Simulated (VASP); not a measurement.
Crystal: Ni.

```
Ni
1.0
     0.00000    1.76735    1.76735
     1.76735    0.00000    1.76735
     1.76735    1.76735    0.00000
Ni
1
Direct
  0.00000 0.00000 0.00000
```

Base run:

```yaml
Program: VASP 6.6.1
Functional: PBE
Potentials_or_basis: VASP PAW PBE potentials, release 64 (Ni)
Cutoff: 520 eV
k_mesh: 12 × 12 × 12
Occupations: fermi-dirac, width 0.05 eV
Spin: collinear spin, ferromagnetic start
Starting_moments: "[1.74] μB"
Fixed_moment: 1.74 μB
```

Its results: pressure 14.2 GPa; site moments Ni +1.65 μB.

Problem. The run is repeated on the same cell with these changes: fixed moment from 1.74 μB to 1.99 μB; moments at the start from [1.74] to [1.99]. What comes out?

Solution. Pressure 23.0 GPa; site moments Ni +1.86 μB.

Caveats: the cell stands under pressure; the total moment is fixed, so each spin has its own Fermi level.
